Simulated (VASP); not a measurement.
Wanted: the native input for a VASP 6.6.1 run.

```
Task                   : relaxation of cell and atoms
Functional             : BLYP
Potentials or basis    : VASP PAW PBE potentials, release 64 (Cu)
Cutoff                 : 600 eV
k mesh                 : 12 × 12 × 4
Occupations            : fermi-dirac, width 0.05 eV
Spin                   : no spin polarisation
Dipole correction      : no
Further INCAR settings : ALGO = Normal; EDIFF = 1e-07; IBRION = 2; EDIFFG = -0.01; NSW = 60; ISIF = 3
```

The structure of Cu lies in POSCAR:

```
Cu
1.0
    2.5307640267      0.0000000000      0.0000000000
   -1.2653820134      2.1917059381      0.0000000000
    0.0000000000      0.0000000000      8.2618150800
Cu
4
Direct
    0.6666666667      0.3333333333      0.7500000000
    0.0000000000      0.0000000000      0.5000000000
    0.3333333333      0.6666666667      0.2500000000
    0.0000000000      0.0000000000      0.0000000000
```

This isn't the form of Cu at room conditions, which is fcc.

One way to write it, as run:

INCAR

```
SYSTEM = Cu
AGGAC = 1.0
AGGAX = 1.0
ALDAC = 0.0
ALDAX = 1.0
ALGO = Normal
EDIFF = 1E-7
EDIFFG = -0.01
ENCUT = 600
GGA = B5
IBRION = 2
ISIF = 3
ISMEAR = -1
LASPH = .True.
LCHARG = .False.
LREAL = .False.
LWAVE = .False.
NELM = 100
NSW = 60
PREC = Accurate
SIGMA = 0.05
```

KPOINTS

```
k-points
0
Gamma
  12 12 4
  0 0 0
```

Potentials or basis: VASP PAW PBE potentials, release 64 (Cu).

Run with:

```sh
$ cat potpaw_PBE.64/Cu/POTCAR > POTCAR
$ mpirun -np 1 vasp_std > vasp.out
```

Results of the run:

```json
{
  "Relaxed volume": "12.79 Å³/atom",
  "Relaxed cell": "a = 2.632 Å, b = 2.632 Å, c = 8.529 Å, α = 90.00°, β = 90.00°, γ = 120.00°",
  "Space group after relaxing (to 0.1 Å)": "P6_3/mmc (No. 194)",
  "Energy gained by relaxing": "60.3 meV/atom",
  "Ionic steps": "10",
  "Pressure after relaxing": "0.0 GPa",
  "Band gap on the k mesh": "zero (bands 22 and 23 overlap by 5.09 eV)"
}
```

Caveat: the PAW data sets were made with another functional, which shifts forces and pressure a little.

Wall time 7.8 min on 1 thread of AMD EPYC 9R45 96-Core Processor (Zen 5), with other jobs on the host, peak memory 0.18 GiB.
